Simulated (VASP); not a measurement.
Write the native input for VASP 6.6.1 that does the following.

```
Task                   : electric field gradients
Functional             : PBEsol
Potentials or basis    : VASP PAW PBE potentials, release 64 (Te, Pb_d)
Cutoff                 : 520 eV
k mesh                 : 10 × 10 × 10
Occupations            : fermi-dirac, width 0.03 eV
Spin                   : no spin polarisation
Dipole correction      : no
Further INCAR settings : ALGO = Normal; EDIFF = 1e-08; NBANDS = 17
```

The structure of TePb lies in POSCAR:

```
TePb
1.0
    0.0000000000      3.2592700000      3.2270000000
    3.2592700000      0.0000000000      3.2270000000
    3.2592700000      3.2592700000      0.0000000000
Te Pb
1 1
Direct
    0.5000000000      0.5000000000      0.5000000000
    0.0000000000      0.0000000000      0.0000000000
```

This cell differs from its parent crystal: equal xx and yy strain of +1 %.

These files were run (other wordings do the same):

INCAR

```
SYSTEM = TePb
PREC     = Accurate       ! precision mode
ENCUT    = 520            ! plane-wave cutoff, eV
EDIFF    = 1E-8           ! SCF threshold, eV
ISMEAR   = -1             ! smearing method
SIGMA    = 0.03           ! smearing width, eV
LREAL    = .FALSE.        ! projectors in reciprocal space
LASPH    = .TRUE.         ! aspherical terms in the spheres
NELM     = 60             ! most SCF steps
ALGO     = Normal         ! electronic algorithm
ISIF     = 2              ! what is computed and relaxed
LWAVE    = .FALSE.        ! write WAVECAR
LCHARG   = .FALSE.        ! write CHGCAR
GGA      = PS             ! functional
LEFG     = .TRUE.       
NBANDS   = 17             ! bands
```

KPOINTS

```
Automatic mesh
0
G
  10 10 10
  0 0 0
```

Potentials or basis: VASP PAW PBE potentials, release 64 (Te, Pb_d).

Launch:

```sh
$ cat potpaw_PBE.64/Te/POTCAR potpaw_PBE.64/Pb_d/POTCAR > POTCAR
$ mpirun -np 1 vasp_std > vasp.out
```

It gave:

| Item | Value |
| --- | --- |
| Pressure | -1.1 GPa |
| Band gap on the k mesh | 0.70 eV |
| Largest electric field gradient by atom | Te -4.6; Pb -31.8 V/Å² |

Caveat: the cell differs from its parent crystal (equal xx and yy strain of +1 %); without QUAD_EFG the Cq values of the log hold for a quadrupole moment of 1 mb, not for the nuclei; the PAW data sets were made with another functional, which shifts forces and pressure a little; spin-orbit coupling is left out, which moves the levels of the heavy elements.

Run time: 2.6 min on 1 thread of Intel Xeon 8259CL (shared host), peak memory 0.29 GiB.
